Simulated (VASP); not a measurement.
# CdS (R3m) in VASP: notebook

Runs on CdS. Level: r2SCAN. Tasks: dielectric tensor.

All numbers are computed with VASP 6.6.1; they aren't measurements. Logs are shortened: lines on timing, memory, paths and dates and some standing lists are left out, and cuts for length are marked.

### 1 The cell of the first run

The structure is trigonal, space group R3m (No. 160). Conventional cell: a = 4.115 Å, b = 4.115 Å, c = 10.274 Å, α = 90.00°, β = 90.00°, γ = 120.00°. Cd (site symmetry 3m) has 4 S at 2.54 Å within 3.3 Å. Within 3.3 Å of S (site symmetry 3m) lie 4 Cd at 2.54 Å.

### 2 Dielectric tensor, r2SCAN (epitaxial 111 strain -1.0%)

The input, INCAR:

```
PREC = Accurate
ENCUT = 520
EDIFF = 1E-8
ISMEAR = 0
SIGMA = 0.01
LREAL = F
LASPH = T
NELM = 80
ALGO = Normal
ISIF = 2
LWAVE = F
LCHARG = F
METAGGA = R2SCAN
LMIXTAU = T
LCALCEPS = T
```

The input, KPOINTS:

```
regular mesh
0
Gamma
  6 6 6
```

The input, POSCAR:

```
CdS
1.0
    0.0373406500      2.9471633446      2.9471633446
    2.9471633446      0.0373406500      2.9471633446
    2.9471633446      2.9471633446      0.0373406500
Cd S
1 1
Direct
    0.0014428210      0.0014428210      0.0014428210
    0.2485571790      0.2485571790      0.2485571790
```

Potentials or basis: VASP PAW PBE potentials, release 64 (Cd, S).

Launch:

```
$ cat potpaw_PBE.64/Cd/POTCAR potpaw_PBE.64/S/POTCAR > POTCAR
$ mpirun -np 1 vasp_std > vasp.out
```

OUTCAR:

```text
PREC = Accurate
   ENCUT = 520
   EDIFF = 1E-8
   ISMEAR = 0
   LREAL = F
   LASPH = T
   NELM = 80
   ISIF = 2
   METAGGA = R2SCAN

 ion  position               nearest neighbor table
   1  0.001  0.001  0.001-   2 2.54   2 2.54   2 2.54   2 2.54
   2  0.249  0.249  0.249-   1 2.54   1 2.54   1 2.54   1 2.54

  LATTYP: Found a trigonal (rhomboedric) cell.
 ALAT       =     4.1680856378
 COS(alpha) =     0.5126288846

  Lattice vectors:

 A1 = (   0.0373406500,   2.9471633446,   2.9471633446)
 A2 = (   2.9471633446,   0.0373406500,   2.9471633446)
 A3 = (   2.9471633446,   2.9471633446,   0.0373406500)

Analysis of symmetry for initial positions (statically):
=====================================================================
 Subroutine PRICEL returns:
 Original cell was already a primitive cell.

 Routine SETGRP: Setting up the symmetry group for a
 trigonal (rhombohedral) supercell.

 Subroutine GETGRP returns: Found  6 space group operations
 (whereof  6 operations were pure point group operations)
 out of a pool of 12 trial point group operations.

The static configuration has the point symmetry C_3v.

Analysis of symmetry for dynamics (positions and initial velocities):
=====================================================================
 Subroutine PRICEL returns:
 Original cell was already a primitive cell.

 Routine SETGRP: Setting up the symmetry group for a
 trigonal (rhombohedral) supercell.

 Subroutine GETGRP returns: Found  6 space group operations
 (whereof  6 operations were pure point group operations)
 out of a pool of 12 trial point group operations.

The dynamic configuration has the point symmetry C_3v.

 Subroutine INISYM returns: Found  6 space group operations
 (whereof  6 operations are pure point group operations),
 and found     1 'primitive' translations

----------------------------------------------------------------------------------------

                                     Primitive cell

  volume of cell :      50.2238

  direct lattice vectors                    reciprocal lattice vectors
     0.037340650  2.947163345  2.947163345    -0.172913480  0.170750071  0.170750071
     2.947163345  0.037340650  2.947163345     0.170750071 -0.172913480  0.170750071
     2.947163345  2.947163345  0.037340650     0.170750071  0.170750071 -0.172913480

  length of vectors
     4.168085638  4.168085638  4.168085638     0.297002096  0.297002096  0.297002096

  position of ions in fractional coordinates (direct lattice)
     0.001442821  0.001442821  0.001442821
     0.248557179  0.248557179  0.248557179

  ion indices of the primitive-cell ions
   primitive index   ion index
                 1           1
                 2           2

----------------------------------------------------------------------------------------

 KPOINTS: regular mesh

Automatic generation of k-mesh.
 Grid dimensions read from file:
 generate k-points for:    6    6    6

 Generating k-lattice:

  Cartesian coordinates                     Fractional coordinates (reciprocal lattice)
    -0.028818913  0.028458345  0.028458345     0.166666667  0.000000000 -0.000000000
     0.028458345 -0.028818913  0.028458345     0.000000000  0.166666667 -0.000000000
     0.028458345  0.028458345 -0.028818913     0.000000000  0.000000000  0.166666667

  Length of vectors
     0.049500349  0.049500349  0.049500349

  Shift w.r.t. Gamma in fractional coordinates (k-lattice)
     0.000000000  0.000000000  0.000000000

 Subroutine IBZKPT returns following result:
 ===========================================

 Found     32 irreducible k-points:

 Following reciprocal coordinates:
            Coordinates               Weight
  0.000000  0.000000  0.000000      1.000000
  0.166667 -0.000000 -0.000000      6.000000
  0.333333  0.000000 -0.000000      6.000000
  0.500000  0.000000  0.000000      3.000000
  0.166667  0.166667 -0.000000      6.000000
  0.333333  0.166667 -0.000000     12.000000
[... 16 lines left out ...]
  0.500000  0.500000  0.166667      6.000000
 -0.333333  0.500000  0.166667     12.000000
 [... further k-points ...]
   k-points           NKPTS =     32   k-points in BZ     NKDIM =     32   number of bands    NBANDS=     13
   number of dos      NEDOS =    301   number of ions     NIONS =      2
   total plane-waves  NPLWV =  32768
   dimension x,y,z NGX =    32 NGY =   32 NGZ =   32
   dimension x,y,z NGXF=    64 NGYF=   64 NGZF=   64
   ions per type =               1   1
   NGX,Y,Z   is equivalent  to a cutoff of  12.76, 12.76, 12.76 a.u.
   NGXF,Y,Z  is equivalent  to a cutoff of  25.53, 25.53, 25.53 a.u.
 SYSTEM =  unknown system
   PREC   = accura    normal or accurate (medium, high low for compatibility)
   ISTART =      0    job   : 0-new  1-cont  2-samecut
   ICHARG =      2    charge: 1-file 2-atom 10-const
   ISPIN  =      1    spin polarized calculation?
   LNONCOLLINEAR =      F non collinear calculations
   LSORBIT =      F    spin-orbit coupling
   LASPH  =      T    aspherical Exc in radial PAW
   ENCUT  =  520.0 eV  38.22 Ry    6.18 a.u.   7.75  7.75  7.75*2*pi/ulx,y,z
   NELM   =     80;   NELMIN=  2; NELMDL= -5     # of ELM steps
   EDIFF  = 0.1E-07   stopping-criterion for ELM
   LREAL  =      F    real-space projection
   EDIFFG = 0.1E-06   stopping-criterion for IOM
   NSW    =      0    number of steps for IOM
   IBRION =     -1    ionic relax: 0-MD 1-quasi-New 2-CG
   NFREE  =      0    steps in history (QN), initial steepest desc. (CG)
   ISIF   =      2    stress and relaxation
   ISYM   =      2    0-nonsym 1-usesym 2-fastsym
   POTIM  = 0.5000    time-step for ionic-motion
   TEBEG  =    0.0;   TEEND  =   0.0 temperature during run
   PSTRESS=    0.0 pullay stress
   NELECT =      18.0000    total number of electrons
   NUPDOWN=      -1.0000    fix difference up-down
   EMIN   =  10.00;   EMAX   =-10.00  energy-range for DOS
   EFERMI =   0.00;   METHOD = LEGACY
   ISMEAR =     0;   SIGMA  =   0.01  broadening in eV -4-tet -1-fermi 0-gaus
   EFERMI_NEDOS =   21; number of points for ismear=-14 and -15
   IALGO  =     38    algorithm
   IMIX   =      4    mixing-type and parameters
     AMIX     =   0.40;   BMIX     =  1.00
     AMIX_MAG =   1.60;   BMIX_MAG =  1.00
  volume/ion in A,a.u.               =      25.11       169.46
  Fermi-wavevector in a.u.,A,eV,Ry     =   1.162864  2.197495 18.398525  1.352253
  Thomas-Fermi vector in A             =   2.299421
   LORBIT       =      0    0 simple, 1 ext, 2 COOP (PROOUT), +10 PAW based schemes
   METAGGA = R2SCAN    functional components
   LHFCALC =     F    Hartree Fock is set to
   AEXX    =    0.0000 exact exchange contribution
   IVDW    =     0    specifies the selected vdW correction
   LEPSILON=     F    determine dielectric tensor
   LRPA    =     F    only Hartree local field effects (RPA)
   LRPA       =     F
 non-spin polarized calculation
 Gauss-broadening in eV      SIGMA  =   0.01
  energy-cutoff  :      520.00
  volume of cell :       50.22
 maximum number of plane-waves:      1375
   NGX = 15   NGY = 15   NGZ = 15

 number of electron      18.0000004 magnetization

 Free energy of the ion-electron system (eV)
  ---------------------------------------------------
  ext. energy  EPLUGINS =         0.00000000
  ---------------------------------------------------
  free energy    TOTEN  =       -29.67984408 eV

  energy without entropy =      -29.67984408  energy(sigma->0) =      -29.67984408

 E-fermi :   1.0154     XC(G=0):  -9.6736

 val. band max:        0.9737248747   @ k =   0.0000   0.0000   0.0000
 cond. band min:   10000.0000000000   @ k =   0.0000   0.0000   0.0000
 fundamental gap:   9999.0262751253
 Fermi energy:         1.0154031270

 k-point     1 :       0.0000    0.0000    0.0000
  band No.  band energies     occupation
      1     -11.8504      2.00000
      2      -6.9862      2.00000
      3      -6.9736      2.00000
      4      -6.9730      2.00000
      5      -6.4824      2.00000
      6      -6.4824      2.00000
      7       0.8937      2.00000
      8       0.9735      2.00000
      9       0.9737      2.00000
     10   10000.0000      0.00000
     11   10000.0000      0.00000
     12   10000.0000      0.00000
     13   10000.0000      0.00000

 k-point     2 :       0.1667   -0.0000   -0.0000
  band No.  band energies     occupation
      1     -11.7450      2.00000
      2      -6.9459      2.00000
      3      -6.9353      2.00000
      4      -6.8678      2.00000
      5      -6.4839      2.00000
      6      -6.4819      2.00000
      7      -0.4949      2.00000
      8       0.6950      2.00000
      9       0.7717      2.00000
     10   10000.0000      0.00000
     11   10000.0000      0.00000
     12   10000.0000      0.00000
     13   10000.0000      0.00000

 k-point     3 :       0.3333    0.0000   -0.0000
  band No.  band energies     occupation
      1     -11.5337      2.00000
      2      -6.8790      2.00000
      3      -6.8739      2.00000
      4      -6.4884      2.00000
      5      -6.4661      2.00000
      6      -6.4621      2.00000
      7      -2.4201      2.00000
      8       0.3153      2.00000
      9       0.4025      2.00000
     10   10000.0000      0.00000
     11   10000.0000      0.00000
     12   10000.0000      0.00000
     13   10000.0000      0.00000
[... 305 lines left out ...]
 k-point    23 :       0.5000    0.5000    0.1667
  band No.  band energies     occupation
      1     -11.3390      2.00000
      2      -6.7555      2.00000
      3      -6.6783      2.00000
      4      -6.6154      2.00000
      5      -6.4186      2.00000
      6      -6.0665      2.00000
      7      -2.8263      2.00000
      8      -1.1972      2.00000
      9      -0.6197      2.00000
     10   10000.0000      0.00000
     11   10000.0000      0.00000
     12   10000.0000      0.00000
     13   10000.0000      0.00000

 k-point    24 :      -0.3333    0.5000    0.1667
  band No.  band energies     occupation
      1     -11.3041      2.00000
      2      -6.7368      2.00000
      3      -6.6972      2.00000
      4      -6.5635      2.00000
      5      -6.4401      2.00000
      6      -5.9044      2.00000
      7      -2.9242      2.00000
      8      -1.2439      2.00000
      9      -1.1578      2.00000
     10   10000.0000      0.00000
     11   10000.0000      0.00000
     12   10000.0000      0.00000
     13   10000.0000      0.00000

 [... further k-points ...]

------------------------ aborting loop because EDIFF is reached ----------------------------------------

            Ionic dipole moment: p[ion]=(     8.94885     8.94885     8.94885 ) |e| Angst

 Total electronic dipole moment: p[elc]=(    -0.03105    -0.03105    -0.01898 ) |e| Angst

 MACROSCOPIC STATIC DIELECTRIC TENSOR (including local field effects)
 ------------------------------------------------------
           5.389731     0.040036     0.040036
           0.040036     5.389731     0.040036
           0.040036     0.040036     5.389731
 ------------------------------------------------------

 PIEZOELECTRIC TENSOR (including local field effects) (e Angst)
          XX          YY          ZZ          XY          YZ          ZX
  --------------------------------------------------------------------------------
  x     0.05518    -0.03221    -0.03221    -0.00160    -1.90125    -0.00160
  y    -0.03221     0.05518    -0.03221    -0.00160    -0.00160    -1.90125
  z    -0.03221    -0.03221     0.05518    -1.90125    -0.00160    -0.00160

 PIEZOELECTRIC TENSOR (including local field effects) (C/m^2)
          XX          YY          ZZ          XY          YZ          ZX
  --------------------------------------------------------------------------------
  x     0.01760    -0.01027    -0.01027    -0.00051    -0.60651    -0.00051
  y    -0.01027     0.01760    -0.01027    -0.00051    -0.00051    -0.60651
  z    -0.01027    -0.01027     0.01760    -0.60651    -0.00051    -0.00051

 BORN EFFECTIVE CHARGES (including local field effects) (in |e|, cummulative output)
 ---------------------------------------------------------------------------------
 ion    1
    1     2.17952     0.01704     0.01704
    2     0.01704     2.17952     0.01704
    3     0.01704     0.01704     2.17952
 ion    2
    1    -2.17952    -0.01704    -0.01704
    2    -0.01704    -2.17952    -0.01704
    3    -0.01704    -0.01704    -2.17952

  FORCE on cell =-STRESS in cart. coord.  units (eV):
  Direction    XX          YY          ZZ          XY          YZ          ZX
  --------------------------------------------------------------------------------------
  -------------------------------------------------------------------------------------
  Total        0.3070402      0.3070402      0.3070402     -0.1026808     -0.1026808     -0.1026808
  in kB        9.7948088      9.7948088      9.7948088     -3.2755930     -3.2755930     -3.2755930
  external PRESSURE =       9.7948088 kB  Pullay stress =       0.0000000 kB

 VOLUME and BASIS-vectors are now :
 -----------------------------------------------------------------------------
  energy-cutoff  :      520.00
  volume of cell :       50.22
      direct lattice vectors                 reciprocal lattice vectors
     0.037340650  2.947163345  2.947163345    -0.172913480  0.170750071  0.170750071
     2.947163345  0.037340650  2.947163345     0.170750071 -0.172913480  0.170750071
     2.947163345  2.947163345  0.037340650     0.170750071  0.170750071 -0.172913480

 POSITION                                       TOTAL-FORCE (eV/Angst)
 -----------------------------------------------------------------------------------
      0.00856      0.00856      0.00856        -0.000003     -0.000003     -0.000003
      1.47436      1.47436      1.47436         0.000003      0.000003      0.000003
 -----------------------------------------------------------------------------------
    total drift:                               -0.000147     -0.000147     -0.000147

  FREE ENERGIE OF THE ION-ELECTRON SYSTEM (eV)
  ---------------------------------------------------
  free  energy   TOTEN  =       -29.6798440811 eV

  energy  without entropy=      -29.6798440810  energy(sigma->0) =      -29.67984408
```

Run time: 24 min. Hardware: 1 thread of Intel Xeon Platinum 8375C at 2.90GHz (Ice Lake), shared host; peak memory 0.35 GiB.

What came out:

- Band gap on the k mesh: 1.53 eV, direct
- Electronic dielectric tensor (diagonal): 5.39
- Born charges (mean of the diagonal): Cd +2.18; S -2.18 e

Levels at points of the mesh, in eV from the valence-band top:
```
           k point  band 7  band 8  band 9  band 10  band 11  band 12
(0.00, 0.00, 0.00)   -0.08    0.00    0.00     1.53     6.90     7.13
(0.50, 0.00, 0.00)   -4.40   -0.83   -0.74     3.39     7.41     7.42
(0.50, 0.50, 0.00)   -3.95   -1.96   -1.85     3.82     4.73     9.70
(0.50, 0.50, 0.50)   -4.47   -0.73   -0.73     3.56     7.57     7.57
```

Electronic dielectric tensor:
```
5.39 0.04 0.04
0.04 5.39 0.04
0.04 0.04 5.39
```

Born effective charge tensors (e):
atom 1, Cd
```
2.18 0.02 0.02
0.02 2.18 0.02
0.02 0.02 2.18
```
atom 2, S
```
-2.18 -0.02 -0.02
-0.02 -2.18 -0.02
-0.02 -0.02 -2.18
```

Dipole moments of the cell (e·Å, modulo the quantum): ionic 8.949, 8.949, 8.949; electronic -0.031, -0.031, -0.019

Caveat: the cell differs from its parent crystal (epitaxial 111 strain -1.0%); the PAW data sets were made with another functional, which shifts forces and pressure a little.

### 3 Dielectric tensor, r2SCAN (epitaxial 111 strain +1.0%)

The input, INCAR:

```
ALGO = Normal ; EDIFF = 1E-8
ENCUT = 520 ; ISIF = 2
ISMEAR = 0 ; LASPH = T
LCALCEPS = T ; LCHARG = F
LMIXTAU = T ; LREAL = F
LWAVE = F ; METAGGA = R2SCAN
NELM = 60 ; PREC = Accurate
SIGMA = 0.01
```

The input, KPOINTS:

```
k-points
0
Gamma
  6 6 6
```

The input, POSCAR:

```
CdS
1.0
   -0.0373201694      2.9312868221      2.9312868221
    2.9312868221     -0.0373201694      2.9312868221
    2.9312868221      2.9312868221     -0.0373201694
Cd S
1 1
Direct
   -0.0013720839     -0.0013720839     -0.0013720839
    0.2513720839      0.2513720839      0.2513720839
```

Potentials or basis: VASP PAW PBE potentials, release 64 (Cd, S).

Launch:

```
$ cat potpaw_PBE.64/Cd/POTCAR potpaw_PBE.64/S/POTCAR > POTCAR
$ mpirun -np 1 vasp_std > vasp.out
```

OUTCAR:

```text
EDIFF = 1E-8
   ENCUT = 520
   ISIF = 2
   ISMEAR = 0
   LASPH = T
   LREAL = F
   METAGGA = R2SCAN
   NELM = 60
   PREC = Accurate

 ion  position               nearest neighbor table
   1  0.999  0.999  0.999-   2 2.55   2 2.56   2 2.56   2 2.56
   2  0.251  0.251  0.251-   1 2.55   1 2.56   1 2.56   1 2.56

  LATTYP: Found a trigonal (rhomboedric) cell.
 ALAT       =     4.1456335658
 COS(alpha) =     0.4872288437

  Lattice vectors:

[... 605 lines left out ...]
 ion    2
    1    -2.20369     0.01658     0.01658
    2     0.01658    -2.20369     0.01658
    3     0.01658     0.01658    -2.20369

  FORCE on cell =-STRESS in cart. coord.  units (eV):
  Direction    XX          YY          ZZ          XY          YZ          ZX
  --------------------------------------------------------------------------------------
  -------------------------------------------------------------------------------------
  Total       -0.1197061     -0.1197061     -0.1197061      0.1072722      0.1072722      0.1072722
  in kB       -3.7359984     -3.7359984     -3.7359984      3.3479404      3.3479404      3.3479404
  external PRESSURE =      -3.7359984 kB  Pullay stress =       0.0000000 kB

 VOLUME and BASIS-vectors are now :
 -----------------------------------------------------------------------------
  energy-cutoff  :      520.00
  volume of cell :       51.34
      direct lattice vectors                 reciprocal lattice vectors
    -0.037320169  2.931286822  2.931286822    -0.167350105  0.169508227  0.169508227
     2.931286822 -0.037320169  2.931286822     0.169508227 -0.167350105  0.169508227
     2.931286822  2.931286822 -0.037320169     0.169508227  0.169508227 -0.167350105

 POSITION                                       TOTAL-FORCE (eV/Angst)
 -----------------------------------------------------------------------------------
      5.81726      5.81726      5.81726        -0.002430     -0.002430     -0.002430
      1.46431      1.46431      1.46431         0.002430      0.002430      0.002430
 -----------------------------------------------------------------------------------
    total drift:                                0.000265      0.000265      0.000265

  FREE ENERGIE OF THE ION-ELECTRON SYSTEM (eV)
  ---------------------------------------------------
  free  energy   TOTEN  =       -29.6828226716 eV

  energy  without entropy=      -29.6828226716  energy(sigma->0) =      -29.68282267
```

OSZICAR:

```text
N       E                     dE             d eps       ncg     rms          rms(c)
DAV:   1     0.856742594308E+02    0.85674E+02   -0.93917E+03   848   0.128E+03
DAV:   2    -0.297227847165E+02   -0.11540E+03   -0.10971E+03   967   0.298E+02
[... 13 lines left out ...]
DMP:  11    -0.296828225257E+02   -0.97146E-07   -0.84233E-07   884   0.127E-06   0.161E-06
DMP:  12    -0.296828225904E+02   -0.64647E-07   -0.49720E-07   884   0.665E-07   0.111E-06
DMP:  13    -0.296828226288E+02   -0.38408E-07   -0.27878E-07   884   0.357E-07   0.655E-07
DMP:  14    -0.296828226508E+02   -0.22064E-07   -0.16194E-07   884   0.204E-07   0.386E-07
DMP:  15    -0.296828226638E+02   -0.13004E-07   -0.96383E-08   884   0.117E-07   0.238E-07
DMP:  16    -0.296828226716E+02   -0.77528E-08   -0.58028E-08   884   0.680E-08   0.148E-07
   1 F= -.29682823E+02 E0= -.29682823E+02  d E =-.157233E-31
```

Run time: 24 min. Hardware: 1 thread of Intel Xeon Platinum 8375C at 2.90GHz (Ice Lake), shared host; peak memory 0.35 GiB.

What came out:

- Band gap on the k mesh: 1.46 eV, direct
- Electronic dielectric tensor (diagonal): 5.40
- Born charges (mean of the diagonal): Cd +2.20; S -2.20 e

Electronic dielectric tensor:
```
 5.40 -0.03 -0.03
-0.03  5.40 -0.03
-0.03 -0.03  5.40
```

Born effective charge tensors (e):
atom 1, Cd
```
 2.20 -0.02 -0.02
-0.02  2.20 -0.02
-0.02 -0.02  2.20
```
atom 2, S
```
-2.20  0.02  0.02
 0.02 -2.20  0.02
 0.02  0.02 -2.20
```

Dipole moments of the cell (e·Å, modulo the quantum): ionic 8.690, 8.690, 8.690; electronic 0.045, 0.045, 0.058

Caveat: the cell differs from its parent crystal (epitaxial 111 strain +1.0%); the PAW data sets were made with another functional, which shifts forces and pressure a little.
